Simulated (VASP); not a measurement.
Write the native input for VASP 6.6.1 that does the following.

```
Task                   : single point
Functional             : r2SCAN
Potentials or basis    : VASP PAW PBE potentials, release 64 (Al, Cu)
Cutoff                 : 520 eV
k mesh                 : 10 × 10 × 6
Occupations            : gaussian, width 0.1 eV
Spin                   : no spin polarisation
Dipole correction      : no
Further INCAR settings : ALGO = Normal; EDIFF = 1e-07; NBANDS = 26
```

Al2Cu:

```
Al Cu
1.0
     2.75239    2.75239    0.00000
    -2.88860    2.88860    0.00000
     0.00000    0.00000    5.83077
Al Cu
4 2
Direct
  0.50000 0.00000 0.24311
  0.00000 0.50000 0.25689
  0.00000 0.50000 0.74311
  0.50000 0.00000 0.75689
  0.00000 0.00000 0.50000
  0.50000 0.50000 0.00000
```

This cell differs from its parent crystal: uniaxial strain along a: -4.0 %, then relaxed in part.

One way to write it, as run:

POSCAR

```
Al2Cu
1.0
    2.7523905618      2.7523905618      0.0000000000
   -2.8885976374      2.8885976374      0.0000000000
    0.0000000000      0.0000000000      5.8307733238
Al Cu
4 2
Direct
    0.5000000000      0.0000000000      0.2431144325
    0.0000000000      0.5000000000      0.2568855675
    0.0000000000      0.5000000000      0.7431144325
    0.5000000000      0.0000000000      0.7568855675
    0.0000000000      0.0000000000      0.5000000000
    0.5000000000      0.5000000000      0.0000000000
```

INCAR.step1

```
SYSTEM = Al2Cu
ALGO = Normal ; EDIFF = 1E-4
ENCUT = 520 ; GGA = PE
ISMEAR = 0 ; LASPH = .TRUE.
LCHARG = .FALSE. ; LREAL = .FALSE.
LWAVE = .TRUE. ; NBANDS = 26
NELM = 100 ; PREC = Accurate
SIGMA = 0.1
```

INCAR.step2

```
SYSTEM = Al2Cu
ALGO = Normal ; EDIFF = 1E-7
ENCUT = 520 ; ISIF = 2
ISMEAR = 0 ; ISTART = 1
LASPH = .TRUE. ; LCHARG = .FALSE.
LMIXTAU = .TRUE. ; LREAL = .FALSE.
LWAVE = .FALSE. ; METAGGA = R2SCAN
NBANDS = 26 ; NELM = 100
PREC = Accurate ; SIGMA = 0.1
```

KPOINTS

```
k-points
0
G
  10 10 6
  0 0 0
```

Potentials or basis: VASP PAW PBE potentials, release 64 (Al, Cu).

The run is started by

```console
$ cat potpaw_PBE.64/Al/POTCAR potpaw_PBE.64/Cu/POTCAR > POTCAR
$ cp INCAR.step1 INCAR
$ mpirun -np 1 vasp_std > vasp.out
$ cp INCAR.step2 INCAR
$ mpirun -np 1 vasp_std > vasp.out
```

It gave:

```
Pressure               : 1.8 GPa
Band gap on the k mesh : zero (bands 17 and 18 overlap by 4.75 eV)
```

Caveat: the cell differs from its parent crystal (uniaxial strain along a: -4.0 %, then relaxed in part); the PAW data sets were made with another functional, which shifts forces and pressure a little.

Wall time 20 min on 1 thread of Intel(R) Xeon(R) Platinum 8488C (Sapphire Rapids), on a shared host, peak memory 0.41 GiB.
